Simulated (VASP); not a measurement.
Here is a VASP 6.6.1 calculation.

Contents of POSCAR:

```
NaI
1.0
    0.0000000000      3.5059881216      3.5059881216
    3.5059881216      0.0000000000      3.5059881216
    3.5059881216      3.5059881216      0.0000000000
Na I
1 1
Direct
    0.0000000000      0.0000000000      0.0000000000
    0.2500000000      0.2500000000      0.2500000000
```

Contents of INCAR.step1:

```
SYSTEM = NaI
ALGO     = Normal         ! electronic algorithm
EDIFF    = 1E-4           ! SCF threshold, eV
ENCUT    = 520            ! plane-wave cutoff, eV
GGA      = PE             ! functional
ISMEAR   = 0              ! smearing method
LASPH    = .True.         ! aspherical terms in the spheres
LCHARG   = .False.        ! write CHGCAR
LREAL    = .False.        ! projectors in reciprocal space
LWAVE    = .True.         ! write WAVECAR
NBANDS   = 14             ! bands
NELM     = 60             ! most SCF steps
PREC     = Accurate       ! precision mode
SIGMA    = 0.01           ! smearing width, eV
```

INCAR.step2

```
SYSTEM = NaI
ALGO     = Normal         ! electronic algorithm
EDIFF    = 1E-7           ! SCF threshold, eV
ENCUT    = 520            ! plane-wave cutoff, eV
ISIF     = 2              ! what is computed and relaxed
ISMEAR   = 0              ! smearing method
ISTART   = 1            
LASPH    = .True.         ! aspherical terms in the spheres
LCHARG   = .True.         ! write CHGCAR
LELF     = .True.         ! ELF
LMIXTAU  = .True.       
LREAL    = .False.        ! projectors in reciprocal space
LVHAR    = .True.       
LWAVE    = .False.        ! write WAVECAR
METAGGA  = R2SCAN         ! meta-GGA
NBANDS   = 14             ! bands
NELM     = 60             ! most SCF steps
PREC     = Accurate       ! precision mode
SIGMA    = 0.01           ! smearing width, eV
```

Contents of KPOINTS:

```
k-points
0
Gamma
  6 6 6
  0 0 0
```

Potentials or basis: VASP PAW PBE potentials, release 64 (Na_pv, I).

The run is started by

```sh
$ cat potpaw_PBE.64/Na_pv/POTCAR potpaw_PBE.64/I/POTCAR > POTCAR
$ cp INCAR.step1 INCAR
$ mpirun -np 1 vasp_std > vasp.out
$ cp INCAR.step2 INCAR
$ mpirun -np 1 vasp_std > vasp.out
```

Predict the band gap on the k mesh.

4.48 eV, direct.

Predict the pressure.

0.4 GPa.

Caveat: the cell differs from its parent crystal (strain -1.1%); the PAW data sets were made with another functional, which shifts forces and pressure a little; spin-orbit coupling is left out, which moves the levels of the heavy elements.
